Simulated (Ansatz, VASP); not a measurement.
Y3B2 in VASP and in Ansatz

Contents of INCAR:

```
SYSTEM = Y3B2
PREC = Accurate
ENCUT = 600
EDIFF = 1E-6
ISMEAR = 0
SIGMA = 0.1
LREAL = .FALSE.
LASPH = .TRUE.
NELM = 100
ALGO = Normal
ISIF = 3
LWAVE = .FALSE.
LCHARG = .FALSE.
GGA = PE
IBRION = 2
NSW = 90
EDIFFG = -0.04
```

Contents of KPOINTS:

```
Automatic mesh
0
G
  6 6 4
  0 0 0
```

Contents of POSCAR:

```
Y3B2
1.0
    4.7660135500      0.0000000000      0.0000000000
   -2.3830067800      4.1274888100      0.0000000000
    0.0000000000      0.0000000000      4.3497475800
Y B
3 2
Direct
    0.3333333300      0.6666666700      0.9268482300
    0.6666666700      0.3333333300      0.9268482300
    0.0000000000      0.0000000000      0.0335862200
    0.3333333300      0.6666666700      0.4914142100
    0.6666666700      0.3333333300      0.4914142100
```

Input for Ansatz:

```yaml
crystal:
  lattice:
    - [4.76601355, 0.0, 0.0]
    - [-2.38300678, 4.12748881, 0.0]
    - [0.0, 0.0, 4.34974758]
  atoms:
    - { symbol: "Y", position: [0.33333333, 0.66666667, 0.92684823] }
    - { symbol: "Y", position: [0.66666667, 0.33333333, 0.92684823] }
    - { symbol: "Y", position: [0.0, 0.0, 0.03358622] }
    - { symbol: B, position: [0.33333333, 0.66666667, 0.49141421] }
    - { symbol: B, position: [0.66666667, 0.33333333, 0.49141421] }
basis:
  ecutwfc: 420
kpoints:
  mp_grid: { grid: [6, 6, 4] }
hamiltonian:
  xc: pbe
scf:
  occupations: { method: gaussian, width: 0.1 }
  lower_state_search: "off"
output:
  forces: true
  stress: true
  eigenvalues: true
relax:
  adjacent_minimum: "off"
  f_tol: 0.04
  max_steps: 70
  cell: { stress_tol: 0.4 }
```

Alike in both runs: task relaxation of cell and atoms; functional PBE; k mesh 6 × 6 × 4; occupations gaussian, width 0.1 eV; no spin polarisation.

|  | VASP | Ansatz |
| --- | --- | --- |
| version | VASP 6.6.1 | Ansatz 0.2.0 |
| potentials or method | VASP PAW PBE potentials, release 64 (Y_sv, B), cutoff 600 eV | scalar-relativistic, plane waves, PAW |
| valence electrons in the cell | 39 | 39 |

VASP gave:

* gap on the k mesh at the Fermi level, each at its own relaxed structure (eV): none
* relaxed volume (Å³/atom): 21.43
* relaxed length of the cell vector where the two differ most in proportion (Å): 4.910

Problem. Estimate Ansatz's values.

Solution. gap on the k mesh at the Fermi level, each at its own relaxed structure (eV): none; relaxed volume (Å³/atom): 21.48; relaxed length of the cell vector where the two differ most in proportion (Å): 4.919.

A gap of «none» marks a metal or a gap that the smearing closes.

The k mesh is coarse, so the values compare programs but aren't converged. Noted on VASP's run: the volume moved by over 15 % at a fixed basis, so the end points are rough.
